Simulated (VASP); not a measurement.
# CoPd2O2 in VASP: further runs

CoPd2O2 is run at these levels: PBE, LDA, PBEsol; tasks: single point.

Program: VASP 6.6.1. These are calculated values, not measurements. Logs are shortened: lines on timing, memory, paths and dates and some standing lists are left out, and cuts for length are marked.

## Step 1: The cell of the first run

The cell holds a slab with vacuum, 5 atoms: a = 2.845 Å, b = 2.845 Å, c = 20.960 Å, α = 90.00°, β = 90.00°, γ = 120.00°.

## Step 2: Single point, PBE, collinear spin, ferromagnetic start

INCAR

```
SYSTEM = CoPd2O2
PREC = Accurate ; ENCUT = 520
EDIFF = 1E-6 ; ISMEAR = -1
SIGMA = 0.05 ; LREAL = .FALSE.
LASPH = .TRUE. ; NELM = 150
ALGO = Normal ; ISIF = 2
LWAVE = .FALSE. ; LCHARG = .FALSE.
ISPIN = 2 ; MAGMOM = 0 0 0 0 2
LORBIT = 11 ; LMAXMIX = 4
GGA = PE ; NBANDS = 32
```

KPOINTS

```
regular mesh
0
G
  11 11 1
  0 0 0
```

POSCAR

```
CoPd2O2
1.0
    2.8449990154      0.0000000000      0.0000000000
   -1.4224995077      2.4638414211      0.0000000000
    0.0000000000      0.0000000000     20.9600000000
Pd O Co
2 2 1
Direct
    0.6666666667      0.3333333333      0.3578244275
    0.3333333333      0.6666666667      0.6421755725
    0.6666666667      0.3333333333      0.4534943702
    0.3333333333      0.6666666667      0.5465056298
    0.0000000000      0.0000000000      0.5000000000
```

Potentials or basis: VASP PAW PBE potentials, release 64 (Pd, O, Co).

The run is started by

```
$ cat potpaw_PBE.64/Pd/POTCAR potpaw_PBE.64/O/POTCAR potpaw_PBE.64/Co/POTCAR > POTCAR
$ mpirun -np 1 vasp_std > vasp.out
```

OUTCAR:

```text
SYSTEM = CoPd2O2
   PREC = Accurate
   ENCUT = 520
   EDIFF = 1E-6
   ISMEAR = -1
   LREAL = .FALSE.
   LASPH = .TRUE.
   NELM = 150
   ISIF = 2
   ISPIN = 2
   LORBIT = 11
   GGA = PE

 ion  position               nearest neighbor table
   1  0.667  0.333  0.358-   3 2.01
   2  0.333  0.667  0.642-   4 2.01
   3  0.667  0.333  0.453-   5 1.91   5 1.91   5 1.91   1 2.01
   4  0.333  0.667  0.547-   5 1.91   5 1.91   5 1.91   2 2.01
   5  0.000  0.000  0.500-   3 1.91   4 1.91   3 1.91   4 1.91   3 1.91   4 1.91

  LATTYP: Found a hexagonal cell.
 ALAT       =     2.8449990154
 C/A-ratio  =     7.3673136217

  Lattice vectors:

 A1 = (   2.8449990154,   0.0000000000,   0.0000000000)
 A2 = (  -1.4224995077,   2.4638414211,   0.0000000000)
 A3 = (   0.0000000000,   0.0000000000,  20.9600000000)

Analysis of symmetry for initial positions (statically):
=====================================================================
 Subroutine PRICEL returns:
 Original cell was already a primitive cell.

 Routine SETGRP: Setting up the symmetry group for a
 hexagonal supercell.

 Subroutine GETGRP returns: Found 12 space group operations
 (whereof 12 operations were pure point group operations)
 out of a pool of 24 trial point group operations.

The static configuration has the point symmetry D_3d.

Analysis of symmetry for dynamics (positions and initial velocities):
=====================================================================
 Subroutine PRICEL returns:
 Original cell was already a primitive cell.

 Routine SETGRP: Setting up the symmetry group for a
 hexagonal supercell.

 Subroutine GETGRP returns: Found 12 space group operations
 (whereof 12 operations were pure point group operations)
 out of a pool of 24 trial point group operations.

The dynamic configuration has the point symmetry D_3d.

Analysis of structural, dynamic, and magnetic symmetry:
=====================================================================
 Subroutine PRICEL returns:
 Original cell was already a primitive cell.

 Routine SETGRP: Setting up the symmetry group for a
 hexagonal supercell.

 Subroutine GETGRP returns: Found 12 space group operations
 (whereof 12 operations were pure point group operations)
 out of a pool of 24 trial point group operations.

The overall configuration has the point symmetry D_3d.

 Subroutine INISYM returns: Found 12 space group operations
 (whereof 12 operations are pure point group operations),
 and found     1 'primitive' translations

----------------------------------------------------------------------------------------

                                     Primitive cell

  volume of cell :     146.9218

  direct lattice vectors                    reciprocal lattice vectors
     2.844999015  0.000000000  0.000000000     0.351493971  0.202935138  0.000000000
    -1.422499508  2.463841421  0.000000000     0.000000000  0.405870277  0.000000000
     0.000000000  0.000000000 20.960000000     0.000000000  0.000000000  0.047709924

  length of vectors
     2.844999015  2.844999015 20.960000000     0.405870277  0.405870277  0.047709924

  position of ions in fractional coordinates (direct lattice)
     0.666666667  0.333333333  0.357824427
     0.333333333  0.666666667  0.642175573
     0.666666667  0.333333333  0.453494370
     0.333333333  0.666666667  0.546505630
     0.000000000  0.000000000  0.500000000

  ion indices of the primitive-cell ions
   primitive index   ion index
                 1           1
                 2           2
                 3           3
                 4           4
                 5           5

----------------------------------------------------------------------------------------

 KPOINTS: regular mesh

Automatic generation of k-mesh.
 Grid dimensions read from file:
 generate k-points for:   11   11    1

 Generating k-lattice:

  Cartesian coordinates                     Fractional coordinates (reciprocal lattice)
     0.031953997  0.018448649  0.000000000     0.090909091  0.000000000  0.000000000
     0.000000000  0.036897298  0.000000000     0.000000000  0.090909091  0.000000000
     0.000000000  0.000000000  0.047709924     0.000000000  0.000000000  1.000000000

  Length of vectors
     0.036897298  0.036897298  0.047709924

  Shift w.r.t. Gamma in fractional coordinates (k-lattice)
     0.000000000  0.000000000  0.000000000

 Subroutine IBZKPT returns following result:
 ===========================================

 Found     16 irreducible k-points:

 Following reciprocal coordinates:
            Coordinates               Weight
  0.000000  0.000000  0.000000      1.000000
  0.090909  0.000000  0.000000      6.000000
  0.181818  0.000000  0.000000      6.000000
  0.272727  0.000000  0.000000      6.000000
  0.363636  0.000000  0.000000      6.000000
  0.454545  0.000000  0.000000      6.000000
[... 8 lines left out ...]
  0.272727  0.272727  0.000000      6.000000
  0.363636  0.272727  0.000000      6.000000
   k-points           NKPTS =     16   k-points in BZ     NKDIM =     16   number of bands    NBANDS=     32
   number of dos      NEDOS =    301   number of ions     NIONS =      5
   total plane-waves  NPLWV =  92160
   dimension x,y,z NGX =    24 NGY =   24 NGZ =  160
   dimension x,y,z NGXF=    48 NGYF=   48 NGZF=  320
   ions per type =               2   2   1
   NGX,Y,Z   is equivalent  to a cutoff of  14.02, 14.02, 12.69 a.u.
   NGXF,Y,Z  is equivalent  to a cutoff of  28.05, 28.05, 25.38 a.u.
 SYSTEM =  CoPd2O2
   PREC   = accura    normal or accurate (medium, high low for compatibility)
   ISTART =      0    job   : 0-new  1-cont  2-samecut
   ICHARG =      2    charge: 1-file 2-atom 10-const
   ISPIN  =      2    spin polarized calculation?
   LNONCOLLINEAR =      F non collinear calculations
   LSORBIT =      F    spin-orbit coupling
   LASPH  =      T    aspherical Exc in radial PAW
   ENCUT  =  520.0 eV  38.22 Ry    6.18 a.u.   5.29  5.29 38.97*2*pi/ulx,y,z
   NELM   =    150;   NELMIN=  2; NELMDL= -5     # of ELM steps
   EDIFF  = 0.1E-05   stopping-criterion for ELM
   LREAL  =      F    real-space projection
   EDIFFG = 0.1E-04   stopping-criterion for IOM
   NSW    =      0    number of steps for IOM
   IBRION =     -1    ionic relax: 0-MD 1-quasi-New 2-CG
   NFREE  =      0    steps in history (QN), initial steepest desc. (CG)
   ISIF   =      2    stress and relaxation
   ISYM   =      2    0-nonsym 1-usesym 2-fastsym
   POTIM  = 0.5000    time-step for ionic-motion
   TEBEG  =    0.0;   TEEND  =   0.0 temperature during run
   PSTRESS=    0.0 pullay stress
   NELECT =      41.0000    total number of electrons
   NUPDOWN=      -1.0000    fix difference up-down
   EMIN   =  10.00;   EMAX   =-10.00  energy-range for DOS
   EFERMI =   0.00;   METHOD = LEGACY
   ISMEAR =    -1;   SIGMA  =   0.05  broadening in eV -4-tet -1-fermi 0-gaus
   EFERMI_NEDOS =   21; number of points for ismear=-14 and -15
   IALGO  =     38    algorithm
   IMIX   =      4    mixing-type and parameters
     AMIX     =   0.40;   BMIX     =  1.00
     AMIX_MAG =   1.60;   BMIX_MAG =  1.00
  volume/ion in A,a.u.               =      29.38       198.30
  Fermi-wavevector in a.u.,A,eV,Ry     =   1.069812  2.021651 15.571832  1.144497
  Thomas-Fermi vector in A             =   2.205503
   LORBIT       =     11    0 simple, 1 ext, 2 COOP (PROOUT), +10 PAW based schemes
   GGA     = PE    functional components
   LHFCALC =     F    Hartree Fock is set to
   AEXX    =    0.0000 exact exchange contribution
   IVDW    =     0    specifies the selected vdW correction
   LEPSILON=     F    determine dielectric tensor
   LRPA    =     F    only Hartree local field effects (RPA)
 spin polarized calculation
  energy-cutoff  :      520.00
  volume of cell :      146.92
 maximum number of plane-waves:      3979
 NGX is ok and might be reduce to    24
   NGX = 11   NGY = 11   NGZ = 77

 number of electron      40.9999999 magnetization       1.3417371

 Free energy of the ion-electron system (eV)
  ---------------------------------------------------
  ext. energy  EPLUGINS =         0.00000000
  ---------------------------------------------------
  free energy    TOTEN  =       -28.79746839 eV

  energy without entropy =      -28.76886801  energy(sigma->0) =      -28.78316820

 E-fermi :   0.3331     XC(G=0):  -5.6879

 val. band max:        0.2946455990   @ k =   0.2727   0.0909   0.0000
 cond. band min:       0.3432848421   @ k =   0.1818   0.1818   0.0000
 fundamental gap:      0.0486392431
 Fermi energy:         0.3330735414

 spin component 1

 k-point     1 :       0.0000    0.0000    0.0000
  band No.  band energies     occupation
      1     -20.5160      1.00000
      2     -18.8899      1.00000
      3      -7.6551      1.00000
      4      -5.6488      1.00000
      5      -5.6488      1.00000
      6      -4.7894      1.00000
[... 549 lines left out ...]
     31      11.4438      0.00000
     32      11.6888      0.00000
 Fermi energy:         0.3330735414

 spin component 2

 k-point     1 :       0.0000    0.0000    0.0000
  band No.  band energies     occupation
      1     -20.4185      1.00000
      2     -18.7742      1.00000
      3      -7.4803      1.00000
      4      -5.5249      1.00000
      5      -5.5249      1.00000
      6      -4.6186      1.00000
[... 549 lines left out ...]
     31      11.5748      0.00000
     32      11.8273      0.00000

------------------------ aborting loop because EDIFF is reached ----------------------------------------

  FORCE on cell =-STRESS in cart. coord.  units (eV):
  Direction    XX          YY          ZZ          XY          YZ          ZX
  --------------------------------------------------------------------------------------
  -------------------------------------------------------------------------------------
  Total       -1.0553505     -1.0553505      2.8932059      0.0000000      0.0000000      0.0000000
  in kB      -11.5085644    -11.5085644     31.5503205      0.0000000      0.0000000      0.0000000
  external PRESSURE =       2.8443972 kB  Pullay stress =       0.0000000 kB

 VOLUME and BASIS-vectors are now :
 -----------------------------------------------------------------------------
  energy-cutoff  :      520.00
  volume of cell :      146.92
      direct lattice vectors                 reciprocal lattice vectors
     2.844999015  0.000000000  0.000000000     0.351493971  0.202935138  0.000000000
    -1.422499508  2.463841421  0.000000000     0.000000000  0.405870277  0.000000000
     0.000000000  0.000000000 20.960000000     0.000000000  0.000000000  0.047709924

 POSITION                                       TOTAL-FORCE (eV/Angst)
 -----------------------------------------------------------------------------------
      1.42250      0.82128      7.50000         0.000000     -0.000000     -0.671698
     -0.00000      1.64256     13.46000        -0.000000      0.000000      0.671698
      1.42250      0.82128      9.50524         0.000000     -0.000000      0.542792
     -0.00000      1.64256     11.45476        -0.000000      0.000000     -0.542792
      0.00000      0.00000     10.48000        -0.000000      0.000000     -0.000000
 -----------------------------------------------------------------------------------
    total drift:                                0.000000     -0.000000      0.000000

  FREE ENERGIE OF THE ION-ELECTRON SYSTEM (eV)
  ---------------------------------------------------
  free  energy   TOTEN  =       -28.7974683907 eV

  energy  without entropy=      -28.7688680125  energy(sigma->0) =      -28.78316820

 total charge

# of ion       s       p       d       tot
------------------------------------------
    1        0.422   0.319   8.494   9.235
    2        0.422   0.319   8.494   9.235
    3        1.571   3.410   0.000   4.980
    4        1.571   3.410   0.000   4.980
    5        0.423   0.644   7.320   8.387
--------------------------------------------------
tot          4.409   8.101  24.308  36.817

 magnetization (x)

# of ion       s       p       d       tot
------------------------------------------
    1       -0.000   0.009   0.418   0.427
    2       -0.000   0.009   0.418   0.427
    3        0.011   0.049   0.000   0.060
    4        0.011   0.049   0.000   0.060
    5        0.002   0.009   0.265   0.276
--------------------------------------------------
tot          0.023   0.127   1.101   1.250
```

Run time: 19 min. Hardware: 1 thread of AMD EPYC 7R13, shared host; peak memory 0.41 GiB.

What came out:

```yaml
Free_energy: -28.7975 eV
Largest_force: 0.672 eV/Å
Net_moment: 1.34 μB per cell
Site_moments: Pd +0.43; O +0.06; Co +0.28 μB
Valence_electrons_inside_the_program's_atomic_spheres: Pd 9.23; O 4.98; Co 8.39
```

Forces on the atoms (eV/Å):
```
Pd   0.000  0.000 -0.672
Pd   0.000  0.000  0.672
O    0.000  0.000  0.543
O    0.000  0.000 -0.543
Co   0.000  0.000  0.000
```

With open d or f shells a metallic result of PBE can be an artefact of self-interaction; +U or a hybrid may open a gap.

## Step 3: Single point, LDA, collinear spin, ferromagnetic start

INCAR

```
PREC = Accurate ; ENCUT = 520
EDIFF = 1E-7 ; ISMEAR = -1
SIGMA = 0.05 ; LREAL = F
LASPH = T ; NELM = 150
ALGO = Normal ; ISIF = 2
LWAVE = F ; LCHARG = T
ISPIN = 2 ; MAGMOM = 0 0 0 0 2
LORBIT = 11 ; LMAXMIX = 4
GGA = CA ; LELF = T
LVHAR = T ; NBANDS = 32
```

KPOINTS

```
regular mesh
0
Gamma
  11 11 1
```

POSCAR is that of step 2.

Potentials or basis: VASP PAW LDA potentials, release 64 (Pd, O, Co).

The run is started by

```
$ cat potpaw_LDA.64/Pd/POTCAR potpaw_LDA.64/O/POTCAR potpaw_LDA.64/Co/POTCAR > POTCAR
$ mpirun -np 1 vasp_std > vasp.out
```

It took 18 min on 1 thread of AMD EPYC 7R13, shared host; peak memory 0.31 GiB.

It converged, with:

```yaml
Free_energy: -33.6437 eV
Largest_force: 0.640 eV/Å
Net_moment: 0.69 μB per cell
Site_moments: Pd +0.21; O +0.04; Co +0.16 μB
Valence_electrons_inside_the_program's_atomic_spheres: Pd 9.23; O 4.94; Co 8.42
```

Forces in eV/Å, atoms in the order of the input:
```
Pd   0.000  0.000  0.135
Pd   0.000  0.000 -0.135
O    0.000  0.000  0.640
O    0.000  0.000 -0.640
Co   0.000  0.000  0.000
```

Levels at points of the mesh, in eV from the Fermi level:
Spin up:
| k point | band 18 | band 19 | band 20 | band 21 | band 22 | band 23 | band 24 | band 25 |
| --- | --- | --- | --- | --- | --- | --- | --- | --- |
| (0.00, 0.00, 0.00) | -1.05 | -1.05 | -0.66 | -0.66 | -0.46 | -0.04 | 1.74 | 1.74 |
Spin down:
| k point | band 19 | band 20 | band 21 | band 22 | band 23 | band 24 |
| --- | --- | --- | --- | --- | --- | --- |
| (0.00, 0.00, 0.00) | -0.94 | -0.55 | -0.55 | -0.31 | 0.10 | 1.85 |

## Step 4: Single point, PBEsol, collinear spin, ferromagnetic start

INCAR

```
ALGO = Normal
EDIFF = 1E-6
ENCUT = 520
GGA = PS
ISIF = 2
ISMEAR = -1
ISPIN = 2
LASPH = True
LCHARG = False
LMAXMIX = 4
LORBIT = 11
LREAL = False
LWAVE = False
MAGMOM = 0 0 0 0 2
NBANDS = 32
NELM = 150
PREC = Accurate
SIGMA = 0.05
```

KPOINTS

```
k-points
0
Gamma
  11 11 1
```

POSCAR is that of step 3.

Potentials or basis: VASP PAW PBE potentials, release 64 (Pd, O, Co).

The run is started by

```
$ cat potpaw_PBE.64/Pd/POTCAR potpaw_PBE.64/O/POTCAR potpaw_PBE.64/Co/POTCAR > POTCAR
$ mpirun -np 1 vasp_std > vasp.out
```

It took 15 min on 1 thread of AMD EPYC 7R13, shared host; peak memory 0.41 GiB.

Results (log left out):

* Free energy: -31.3122 eV
* Largest force: 0.599 eV/Å
* Net moment: 1.27 μB per cell
* Site moments: Pd +0.39; O +0.06; Co +0.28 μB
* Valence electrons inside the program's atomic spheres: Pd 9.22; O 4.95; Co 8.40

Forces on the atoms (eV/Å):
```
Pd   0.000  0.000 -0.202
Pd   0.000  0.000  0.202
O    0.000  0.000  0.599
O    0.000  0.000 -0.599
Co   0.000  0.000  0.000
```

Levels at points of the mesh, in eV from the Fermi level:
Spin up:
```tsv
k point	band 18	band 19	band 20	band 21	band 22	band 23	band 24	band 25
(0.00, 0.00, 0.00)	-1.11	-1.11	-0.70	-0.70	-0.55	-0.11	1.76	1.76
```
Spin down:
```tsv
k point	band 18	band 19	band 20	band 21	band 22	band 23	band 24	band 25
(0.00, 0.00, 0.00)	-0.90	-0.90	-0.52	-0.52	-0.13	0.22	1.98	1.98
```

Caveat: the PAW data sets were made with another functional, which shifts forces and pressure a little. With open d or f shells a metallic result of PBEsol can be an artefact of self-interaction; +U or a hybrid may open a gap.

## Step 5: Summary

| level | potentials or basis | gap on the mesh (eV) | moment (μB) | largest force (eV/Å) |
| --- | --- | --- | --- | --- |
| PBE | VASP PAW PBE potentials, release 64 (Pd, O, Co) | none | 1.34 | 0.67 |
| LDA | VASP PAW LDA potentials, release 64 (Pd, O, Co) | none | 0.69 | 0.64 |
| PBEsol | VASP PAW PBE potentials, release 64 (Pd, O, Co) | none | 1.27 | 0.60 |

Alike in all rows: task single point; spin collinear, ferromagnetic start; cell as given; k mesh 11 × 11 × 1; cutoff (eV) 520; smearing fermi-dirac 0.05 eV.

Caveats: the PAW data sets were made with another functional, which shifts forces and pressure a little (some runs).

Total energies depend on the potentials used, so only differences within one code and one set of settings carry meaning.
